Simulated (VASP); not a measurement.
## BN: single point with r2SCAN

The system is BN.

```
B N
1.0
     2.50098    0.00000    0.00000
    -1.25049    2.16591    0.00000
     0.00000    0.00000    6.87416
B N
2 2
Cartesian
  0.0000 1.4439 1.7185
  1.2505 0.7220 5.1556
  -0.1591 1.6030 5.1556
  1.2505 0.7220 1.7185
```

This cell differs from its parent crystal: atom 3 (N) moved -0.225 Å along Cartesian [1 -1 0].

```yaml
Program: VASP 6.6.1
Task: single point
Functional: r2SCAN
Potentials_or_basis: VASP PAW PBE potentials, release 64 (B, N)
Cutoff: 520 eV
k_mesh: 12 × 12 × 4
Occupations: gaussian, width 0.05 eV
Spin: no spin polarisation
Dipole_correction: no
Further_INCAR_settings: ALGO = Normal; EDIFF = 1e-06; NBANDS = 16
```

The pressure is 8.2 GPa, the largest force is 7.562 eV/Å and the band gap on the k mesh is 3.18 eV (least direct gap 4.14 eV).

Forces in eV/Å, atoms in the order of the input:
```
B   -0.003  0.001  0.000
B   -3.253  6.815  0.000
N    3.254 -6.826  0.000
N    0.002  0.010  0.000
```

Stress tensor (GPa, compression positive):
```
 2.51  6.18  0.00
 6.18 22.22  0.00
 0.00  0.00 -0.27
```

Levels at points of the mesh, in eV from the valence-band top:
| k point | band 6 | band 7 | band 8 | band 9 | band 10 | band 11 |
| --- | --- | --- | --- | --- | --- | --- |
| (0.00, 0.00, 0.00) | -2.60 | -2.60 | 0.00 | 4.13 | 8.32 | 9.36 |
| (0.50, 0.00, 0.00) | -4.44 | -2.55 | -1.77 | 3.57 | 4.72 | 7.69 |
| (0.00, 0.50, 0.00) | -4.28 | -2.36 | -1.68 | 3.32 | 4.40 | 8.60 |
| (0.50, 0.50, 0.00) | -5.53 | -3.24 | -1.93 | 3.85 | 6.65 | 8.74 |
| (0.00, 0.00, 0.50) | -2.60 | -2.60 | 0.00 | 6.33 | 6.42 | 8.50 |
| (0.50, 0.00, 0.50) | -4.45 | -2.18 | -2.10 | 3.79 | 4.10 | 7.80 |
| (0.00, 0.50, 0.50) | -4.28 | -2.18 | -1.77 | 3.18 | 4.10 | 8.78 |
| (0.50, 0.50, 0.50) | -5.53 | -3.01 | -2.18 | 4.11 | 5.95 | 9.09 |

Wall time 6.3 min on 1 thread of Intel(R) Xeon(R) Platinum 8488C (Sapphire Rapids), on a shared host, peak memory 0.23 GiB.

Caveat: the cell differs from its parent crystal (atom 3 (N) moved -0.225 Å along Cartesian [1 -1 0]); the cell stands under pressure; the PAW data sets were made with another functional, which shifts forces and pressure a little. A k mesh can miss the band edges.
